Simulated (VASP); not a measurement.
# Si16O (a cell with a defect) in VASP: a series of runs

Si16O (a cell with a defect) is run at these levels: PBE; tasks: single point.

All numbers are computed with VASP 6.6.1; they aren't measurements. Logs are shortened: lines on timing, memory, paths and dates and some standing lists are left out, and cuts for length are marked.

## Step 1: The cell of the first run

The cell holds a defect, 17 atoms: a = 7.679 Å, b = 7.679 Å, c = 7.679 Å, α = 60.00°, β = 60.00°, γ = 60.00°.

## Step 2: Single point, PBE, collinear spin, ferromagnetic start

INCAR

```
SYSTEM = Si16O
PREC = Accurate
ENCUT = 520
EDIFF = 1E-7
ISMEAR = -1
SIGMA = 0.02
LREAL = Auto
LASPH = .True.
NELM = 150
ALGO = Normal
ISIF = 2
LWAVE = .False.
LCHARG = .False.
ISPIN = 2
MAGMOM = 0 0 0 0 0 0 0 0 0 0 0 0 0 0 0 0 1
LORBIT = 11
GGA = PE
NBANDS = 53
```

KPOINTS

```
Automatic mesh
0
Gamma
  2 2 2
  0 0 0
```

POSCAR

```
Si16O
1.0
    0.0000000000      5.4300000000      5.4300000000
    5.4300000000      0.0000000000      5.4300000000
    5.4300000000      5.4300000000      0.0000000000
Si O
16 1
Direct
   -0.0141528545     -0.0569705341      0.0168232044
    0.0915193370      0.1181860037      0.1070626151
    0.0583517495     -0.0036187845      0.4466758748
    0.1294751381      0.1547974217      0.5936740331
   -0.0133149171      0.4826519337      0.0003683241
    0.1680018416      0.5587016575      0.1003038674
   -0.0280478821      0.5860589319      0.4435543278
    0.1201841621      0.6481215470      0.6217495396
    0.4839594843      0.0223388582     -0.0087108656
    0.5877808471      0.1513904236      0.1272651934
    0.5222836096     -0.0204788214      0.5101473297
    0.6721178637      0.1104604052      0.6068324125
    0.5581583794      0.4965009208     -0.0454143646
    0.6140607735      0.6518876611      0.1123296501
    0.4811970534      0.4919521179      0.4855064457
    0.6095027624      0.6313996317      0.5917127072
    0.2997145488      0.3404696133      0.2616850829
```

Potentials or basis: VASP PAW PBE potentials, release 64 (Si, O).

Command:

```bash
$ cat potpaw_PBE.64/Si/POTCAR potpaw_PBE.64/O/POTCAR > POTCAR
$ mpirun -np 1 vasp_std > vasp.out
```

OUTCAR:

```text
SYSTEM = Si16O
   PREC = Accurate
   ENCUT = 520
   EDIFF = 1E-7
   ISMEAR = -1
   LREAL = Auto
   LASPH = .True.
   NELM = 150
   ISIF = 2
   ISPIN = 2
   LORBIT = 11
   GGA = PE

 ion  position               nearest neighbor table
   1  0.986  0.943  0.017-   2 2.35   6 2.44  10 2.55   4 2.71   7 3.04
   2  0.092  0.118  0.107-   3 2.21   5 2.29   1 2.35   9 2.48
   3  0.058  0.996  0.447-   2 2.21   8 2.23   4 2.39  12 2.43
   4  0.129  0.155  0.594-  17 2.27   3 2.39  11 2.49   7 2.71   1 2.71
   5  0.987  0.483  0.000-   6 2.28   2 2.29  14 2.36   8 2.40
   6  0.168  0.559  0.100-  17 1.69   5 2.28   7 2.35   1 2.44  13 2.49
   7  0.972  0.586  0.444-  16 2.33   6 2.35   8 2.48  17 2.49   4 2.71   1 3.04
   8  0.120  0.648  0.622-   3 2.23  15 2.29   5 2.40   7 2.48
   9  0.484  0.022  0.991-  10 2.32  14 2.32  12 2.44   2 2.48
  10  0.588  0.151  0.127-  17 2.02  13 2.24   9 2.32  11 2.44   1 2.55
  11  0.522  0.980  0.510-  16 2.22  12 2.38  10 2.44   4 2.49
  12  0.672  0.110  0.607-  11 2.38   3 2.43  15 2.44   9 2.44
  13  0.558  0.497  0.955-  10 2.24  16 2.33  14 2.36  17 2.41   6 2.49
  14  0.614  0.652  0.112-   9 2.32  13 2.36   5 2.36  15 2.36
  15  0.481  0.492  0.486-   8 2.29  16 2.35  14 2.36  12 2.44
  16  0.610  0.631  0.592-  11 2.22  13 2.33   7 2.33  15 2.35
  17  0.300  0.340  0.262-   6 1.69  10 2.02   4 2.27  13 2.41   7 2.49

  LATTYP: Found a face centered cubic cell.
 ALAT       =    10.8600000000

  Lattice vectors:

 A1 = (   0.0000000000,   5.4300000000,   5.4300000000)
 A2 = (   5.4300000000,   0.0000000000,   5.4300000000)
 A3 = (   5.4300000000,   5.4300000000,   0.0000000000)

Analysis of symmetry for initial positions (statically):
=====================================================================
 Subroutine PRICEL returns:
 Original cell was already a primitive cell.

 Routine SETGRP: Setting up the symmetry group for a
 face centered cubic supercell.

 Subroutine GETGRP returns: Found  1 space group operations
 (whereof  1 operations were pure point group operations)
 out of a pool of 48 trial point group operations.

The static configuration has the point symmetry C_1 .

Analysis of symmetry for dynamics (positions and initial velocities):
=====================================================================
 Subroutine PRICEL returns:
 Original cell was already a primitive cell.

 Routine SETGRP: Setting up the symmetry group for a
 face centered cubic supercell.

 Subroutine GETGRP returns: Found  1 space group operations
 (whereof  1 operations were pure point group operations)
 out of a pool of 48 trial point group operations.

The dynamic configuration has the point symmetry C_1 .

Analysis of structural, dynamic, and magnetic symmetry:
=====================================================================
 Subroutine PRICEL returns:
 Original cell was already a primitive cell.

 Routine SETGRP: Setting up the symmetry group for a
 face centered cubic supercell.

 Subroutine GETGRP returns: Found  1 space group operations
 (whereof  1 operations were pure point group operations)
 out of a pool of 48 trial point group operations.

The overall configuration has the point symmetry C_1 .

 Subroutine INISYM returns: Found  1 space group operations
 (whereof  1 operations are pure point group operations),
 and found     1 'primitive' translations

----------------------------------------------------------------------------------------

                                     Primitive cell

  volume of cell :     320.2060

  direct lattice vectors                    reciprocal lattice vectors
     0.000000000  5.430000000  5.430000000    -0.092081031  0.092081031  0.092081031
     5.430000000  0.000000000  5.430000000     0.092081031 -0.092081031  0.092081031
     5.430000000  5.430000000  0.000000000     0.092081031  0.092081031 -0.092081031

  length of vectors
     7.679179644  7.679179644  7.679179644     0.159489025  0.159489025  0.159489025

  position of ions in fractional coordinates (direct lattice)
     0.985847146  0.943029466  0.016823204
     0.091519337  0.118186004  0.107062615
     0.058351749  0.996381216  0.446675875
     0.129475138  0.154797422  0.593674033
     0.986685083  0.482651934  0.000368324
     0.168001842  0.558701658  0.100303867
[... 74 lines left out ...]
   NGX,Y,Z   is equivalent  to a cutoff of  12.99, 12.99, 12.99 a.u.
   NGXF,Y,Z  is equivalent  to a cutoff of  25.98, 25.98, 25.98 a.u.
 SYSTEM =  Si16O
   PREC   = accura    normal or accurate (medium, high low for compatibility)
   ISTART =      0    job   : 0-new  1-cont  2-samecut
   ICHARG =      2    charge: 1-file 2-atom 10-const
   ISPIN  =      2    spin polarized calculation?
   LNONCOLLINEAR =      F non collinear calculations
   LSORBIT =      F    spin-orbit coupling
   LASPH  =      T    aspherical Exc in radial PAW
   ENCUT  =  520.0 eV  38.22 Ry    6.18 a.u.  14.28 14.28 14.28*2*pi/ulx,y,z
   NELM   =    150;   NELMIN=  2; NELMDL= -5     # of ELM steps
   EDIFF  = 0.1E-06   stopping-criterion for ELM
   LREAL  =      T    real-space projection
   EDIFFG = 0.1E-05   stopping-criterion for IOM
   NSW    =      0    number of steps for IOM
   IBRION =     -1    ionic relax: 0-MD 1-quasi-New 2-CG
   NFREE  =      0    steps in history (QN), initial steepest desc. (CG)
   ISIF   =      2    stress and relaxation
   ISYM   =      2    0-nonsym 1-usesym 2-fastsym
   POTIM  = 0.5000    time-step for ionic-motion
   TEBEG  =    0.0;   TEEND  =   0.0 temperature during run
   PSTRESS=    0.0 pullay stress
   NELECT =      70.0000    total number of electrons
   NUPDOWN=      -1.0000    fix difference up-down
   EMIN   =  10.00;   EMAX   =-10.00  energy-range for DOS
   EFERMI =   0.00;   METHOD = LEGACY
   ISMEAR =    -1;   SIGMA  =   0.02  broadening in eV -4-tet -1-fermi 0-gaus
   EFERMI_NEDOS =   21; number of points for ismear=-14 and -15
   IALGO  =     38    algorithm
   IMIX   =      4    mixing-type and parameters
     AMIX     =   0.40;   BMIX     =  1.00
     AMIX_MAG =   1.60;   BMIX_MAG =  1.00
  volume/ion in A,a.u.               =      18.84       127.11
  Fermi-wavevector in a.u.,A,eV,Ry     =   0.986199  1.863645 13.232857  0.972588
  Thomas-Fermi vector in A             =   2.117562
   LORBIT       =     11    0 simple, 1 ext, 2 COOP (PROOUT), +10 PAW based schemes
   GGA     = PE    functional components
   LHFCALC =     F    Hartree Fock is set to
   AEXX    =    0.0000 exact exchange contribution
   IVDW    =     0    specifies the selected vdW correction
   LEPSILON=     F    determine dielectric tensor
   LRPA    =     F    only Hartree local field effects (RPA)
 spin polarized calculation
  energy-cutoff  :      520.00
  volume of cell :      320.21
 maximum number of plane-waves:      8646
 NGX is ok and might be reduce to    60
   NGX = 29   NGY = 29   NGZ = 29

 number of electron      69.9999999 magnetization      -0.0000165

 number of electron      69.9999999 magnetization       0.0000032

 Free energy of the ion-electron system (eV)
  ---------------------------------------------------
  ext. energy  EPLUGINS =         0.00000000
  ---------------------------------------------------
  free energy    TOTEN  =       -88.69643132 eV

  energy without entropy =      -88.69638394  energy(sigma->0) =      -88.69640763

 E-fermi :   6.2277     XC(G=0):  -9.5957

 val. band max:        6.0774671010   @ k =   0.0000   0.0000   0.0000
 cond. band min:       6.3782922849   @ k =   0.0000   0.0000   0.0000
 fundamental gap:      0.3008251839
 Fermi energy:         6.2276861560

 spin component 1

 k-point     1 :       0.0000    0.0000    0.0000
  band No.  band energies     occupation
      1     -14.1922      1.00000
      2      -5.7939      1.00000
      3      -4.2320      1.00000
      4      -3.9394      1.00000
      5      -3.7696      1.00000
      6      -3.3024      1.00000
[... 389 lines left out ...]
     46      10.0240      0.00000
     47      10.2731      0.00000
 Fermi energy:         6.2276861560

 spin component 2

 k-point     1 :       0.0000    0.0000    0.0000
  band No.  band energies     occupation
      1     -14.1922      1.00000
      2      -5.7939      1.00000
      3      -4.2320      1.00000
      4      -3.9394      1.00000
      5      -3.7696      1.00000
      6      -3.3024      1.00000
[... 389 lines left out ...]
     46      10.0240      0.00000
     47      10.2731      0.00000
 [bands above 47 left out]

------------------------ aborting loop because EDIFF is reached ----------------------------------------

  FORCE on cell =-STRESS in cart. coord.  units (eV):
  Direction    XX          YY          ZZ          XY          YZ          ZX
  --------------------------------------------------------------------------------------
  -------------------------------------------------------------------------------------
  Total        6.6743513      4.9017849      5.5560679     -0.4867029     -1.7860041      2.1946227
  in kB       33.3956701     24.5264869     27.8002460     -2.4352584     -8.9364195     10.9809766
  external PRESSURE =      28.5741343 kB  Pullay stress =       0.0000000 kB

 VOLUME and BASIS-vectors are now :
 -----------------------------------------------------------------------------
  energy-cutoff  :      520.00
  volume of cell :      320.21
      direct lattice vectors                 reciprocal lattice vectors
     0.000000000  5.430000000  5.430000000    -0.092081031  0.092081031  0.092081031
     5.430000000  0.000000000  5.430000000     0.092081031 -0.092081031  0.092081031
     5.430000000  5.430000000  0.000000000     0.092081031  0.092081031 -0.092081031

 POSITION                                       TOTAL-FORCE (eV/Angst)
 -----------------------------------------------------------------------------------
      5.21200      5.44450     10.47380         0.066243     -0.555069      0.532308
      1.22310      1.07830      1.13870        -1.762895     -0.005642      1.041869
      7.83580      2.74230      5.72720         2.771924      0.404162     -0.282164
      4.06420      3.92670      1.54360        -0.316107      0.033370      0.896448
      2.62280      5.35970      7.97850         0.126274     -1.006534      0.375062
      3.57840      1.45690      3.94600         0.216077     -0.643870      1.118996
[... 9 lines left out ...]
      6.64150      6.52260      6.73810        -0.208803      0.875463     -0.182916
      3.26970      3.04840      3.47620        -0.351002      1.448362     -0.776187
 -----------------------------------------------------------------------------------
    total drift:                               -0.004290      0.002503     -0.001283

  FREE ENERGIE OF THE ION-ELECTRON SYSTEM (eV)
  ---------------------------------------------------
  free  energy   TOTEN  =       -88.6964313213 eV

  energy  without entropy=      -88.6963839427  energy(sigma->0) =      -88.69640763

 total charge

# of ion       s       p       d       tot
------------------------------------------
    1        0.809   0.801   0.000   1.610
    2        0.750   0.961   0.000   1.711
    3        0.756   0.976   0.000   1.731
    4        0.792   0.765   0.000   1.557
    5        0.748   0.957   0.000   1.705
    6        0.736   0.936   0.000   1.673
[... 9 lines left out ...]
   16        0.754   0.978   0.000   1.731
   17        1.605   3.436   0.000   5.042
--------------------------------------------------
tot         13.761  18.004   0.000  31.765

 magnetization (x)

# of ion       s       p       d       tot
------------------------------------------
    1        0.000   0.000   0.000   0.000
    2       -0.000  -0.000   0.000  -0.000
    3       -0.000  -0.000   0.000  -0.000
    4       -0.000  -0.000   0.000  -0.000
    5        0.000  -0.000   0.000  -0.000
    6       -0.000  -0.000   0.000  -0.000
[... 9 lines left out ...]
   16        0.000   0.000   0.000   0.000
   17        0.000   0.000   0.000   0.000
--------------------------------------------------
tot         -0.000   0.000   0.000   0.000
```

It took 23 min on 1 thread of Oxide Virtual Turin-like, shared host; peak memory 0.68 GiB.

What came out:

* Free energy: -88.6964 eV
* Pressure: 2.9 GPa
* Largest force: 2.815 eV/Å
* Band gap on the k mesh: 0.30 eV
* Net moment: 0.00 μB per cell
* Valence electrons inside the program's atomic spheres: Si 1.61, 1.71, 1.73, 1.56, 1.67, 1.63, 1.69, 1.64, 1.68; O 5.04

Forces in eV/Å, atoms in the order of the input:
```
Si   0.066 -0.555  0.532
Si  -1.763 -0.006  1.042
Si   2.772  0.404 -0.282
Si  -0.316  0.033  0.896
Si   0.126 -1.007  0.375
Si   0.216 -0.644  1.119
Si   0.808  1.007 -1.109
Si  -1.155 -0.249 -1.764
Si  -0.497 -0.882  0.128
Si  -0.144  1.260 -1.119
Si   0.857 -0.999  0.427
Si   0.406 -0.400 -0.556
Si   0.249 -1.275  1.227
Si  -0.339  0.148 -0.347
Si  -0.728  0.839  0.391
Si  -0.209  0.875 -0.183
O   -0.351  1.448 -0.776
```

Stress tensor (GPa, compression positive):
```
 3.34 -0.24  1.10
-0.24  2.45 -0.89
 1.10 -0.89  2.78
```

Caveat: the k points lie up to 0.50 Å⁻¹ apart.

(Continued in part 2 of 2.)
